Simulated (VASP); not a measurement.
Input of a VASP 6.6.1 run:

File INCAR:

```
SYSTEM = ZnO
PREC     = Accurate       ! precision mode
ENCUT    = 520            ! plane-wave cutoff, eV
EDIFF    = 1E-7           ! SCF threshold, eV
ISMEAR   = 0              ! smearing method
SIGMA    = 0.05           ! smearing width, eV
LREAL    = .False.        ! projectors in reciprocal space
LASPH    = .True.         ! aspherical terms in the spheres
NELM     = 80             ! most SCF steps
ALGO     = Normal         ! electronic algorithm
ISIF     = 2              ! what is computed and relaxed
LWAVE    = .False.        ! write WAVECAR
LCHARG   = .True.         ! write CHGCAR
GGA      = PS             ! functional
LELF     = .True.         ! ELF
LVHAR    = .True.       
NBANDS   = 26             ! bands
```

KPOINTS

```
Automatic mesh
0
Gamma
  9 9 6
  0 0 0
```

The input POSCAR:

```
ZnO
1.0
    3.1491219313      0.0000000000      0.0000000000
   -1.5745609656      2.7272195921      0.0000000000
    0.0000000000      0.0000000000      5.4898642628
Zn O
2 2
Direct
    0.3333333333      0.6666666667      0.0015754469
    0.6666666667      0.3333333333      0.5015754469
    0.3333333333      0.6666666667      0.3352736727
    0.6666666667      0.3333333333      0.8352736727
```

Potentials or basis: VASP PAW PBE potentials, release 64 (Zn, O).

Command:

```bash
$ cat potpaw_PBE.64/Zn/POTCAR potpaw_PBE.64/O/POTCAR > POTCAR
$ mpirun -np 1 vasp_std > vasp.out
```

Q: Estimate the band gap on the k mesh.

A: 0.71 eV.

Q: Predict the largest force.

A: 1.649 eV/Å.

Stress tensor (GPa, compression positive):
```
-1.94  0.00  0.00
 0.00 -1.94  0.00
 0.00  0.00  6.70
```

Caveat: the PAW data sets were made with another functional, which shifts forces and pressure a little.
